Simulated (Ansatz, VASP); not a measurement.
# GaSe3 in VASP and in Ansatz

```
Ga Se
1.0
     0.00000    3.44253    3.44253
     3.44253    0.00000    3.44253
     3.44253    3.44253    0.00000
Ga Se
1 3
Cartesian
  0.0000 0.0000 0.0000
  3.4425 3.4425 3.4425
  1.7213 1.7213 1.7213
  5.1638 5.1638 5.1638
```

Alike in both runs: functional PBE; k mesh 12 × 12 × 12; occupations gaussian, width 0.1 eV; no spin polarisation.

Ansatz relaxed the structure, and its values are those at the end. VASP's run is a single point on that final structure, the one shown.

|  | VASP | Ansatz |
| --- | --- | --- |
| version | VASP 6.6.1 | Ansatz 0.2.0 |
| potentials or method | VASP PAW PBE potentials, release 64 (Ga_d, Se), cutoff 520 eV | scalar-relativistic, plane waves, PAW |
| valence electrons in the cell | 31 | 61 |

```tsv
	VASP	Ansatz	Ansatz less VASP
gap on the k mesh at the Fermi level (eV)	none	none	-
pressure (GPa)	0.0	0.0	-0.04
```

A gap of «none» marks a metal or a gap that the smearing closes. VASP's potentials hold 31 valence electrons a cell and Ansatz's 61, so a difference there can come from the potentials and not from the codes.
